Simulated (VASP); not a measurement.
A run of VASP 6.6.1 is set up as follows.

Contents of POSCAR:

```
CaO
1.0
    0.0000000000      2.3855623759      2.3855623759
    2.3855623759      0.0000000000      2.3855623759
    2.3855623759      2.3855623759      0.0000000000
Ca O
1 1
Direct
    0.0000000000      0.0000000000      0.0000000000
    0.5000000000      0.5000000000      0.5000000000
```

Contents of INCAR.step1:

```
SYSTEM = CaO
PREC = Accurate
ENCUT = 520
ISMEAR = 0
SIGMA = 0.01
LREAL = .False.
LASPH = .True.
NELM = 60
NBANDS = 15
GGA = PE
ALGO = Normal
EDIFF = 1E-4
LWAVE = .True.
LCHARG = .False.
```

The input INCAR.step2:

```
SYSTEM = CaO
PREC = Accurate
ENCUT = 520
EDIFF = 1E-7
ISMEAR = 0
SIGMA = 0.01
LREAL = .False.
LASPH = .True.
NELM = 60
ALGO = Normal
ISIF = 2
LWAVE = .False.
LCHARG = .False.
METAGGA = R2SCAN
LMIXTAU = .True.
NBANDS = 15
ISTART = 1
```

Contents of KPOINTS:

```
Automatic mesh
0
Gamma
  10 10 10
  0 0 0
```

Potentials or basis: VASP PAW PBE potentials, release 64 (Ca_sv, O).

Launch:

```console
$ cat potpaw_PBE.64/Ca_sv/POTCAR potpaw_PBE.64/O/POTCAR > POTCAR
$ cp INCAR.step1 INCAR
$ mpirun -np 1 vasp_std > vasp.out
$ cp INCAR.step2 INCAR
$ mpirun -np 1 vasp_std > vasp.out
```

Question: Predict the pressure.

Answer: 2.9 GPa.

Question: Predict the band gap on the k mesh.

Answer: 4.18 eV, indirect (least direct gap 4.55 eV).

Caveat: the cell differs from its parent crystal (strain -0.5%); the PAW data sets were made with another functional, which shifts forces and pressure a little. A k mesh can miss the band edges.
